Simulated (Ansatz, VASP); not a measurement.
## One calculation of ZrTi5C6, two programs

```
Zr Ti C
1.0
     3.12254    0.00000    0.00000
     0.00000    3.12254    0.00000
     0.00000    0.00000   13.18934
Zr Ti C
1 5 6
Cartesian
  0.0000 0.0000 0.0000
  0.0000 0.0000 8.7378
  1.5613 1.5613 10.8776
  1.5613 1.5613 2.3118
  0.0000 0.0000 4.4515
  1.5613 1.5613 6.5947
  0.0000 0.0000 10.8720
  1.5613 1.5613 0.0000
  0.0000 0.0000 2.3174
  1.5613 1.5613 4.4419
  0.0000 0.0000 6.5947
  1.5613 1.5613 8.7474
```

Alike in both runs: task single point; functional PBE; k mesh 6 × 6 × 2; occupations gaussian, width 0.1 eV; collinear spin.

|  | VASP | Ansatz |
| --- | --- | --- |
| version | VASP 6.6.1 | Ansatz 0.2.0 |
| potentials or method | VASP PAW PBE potentials, release 64 (Zr_sv, Ti_sv, C), cutoff 520 eV | scalar-relativistic, plane waves, PAW |
| valence electrons in the cell | 96 | 96 |

|  | VASP | Ansatz | Ansatz less VASP |
| --- | --- | --- | --- |
| gap on the k mesh at the Fermi level (eV) | none | none | - |
| pressure (GPa) | 0.3 | 0.0 | -0.26 |
| traceless stress, the component that is largest in VASP (GPa) | -0.06 | -0.08 | -0.020 |
| net moment per atom (μB) | 0.00 | 0.00 | 0.000 |

A gap of «none» marks a metal or a gap that the smearing closes. With one functional, cell and mesh, what is left measures potentials, basis and numerics. Ansatz's warnings: seeded moment not kept.
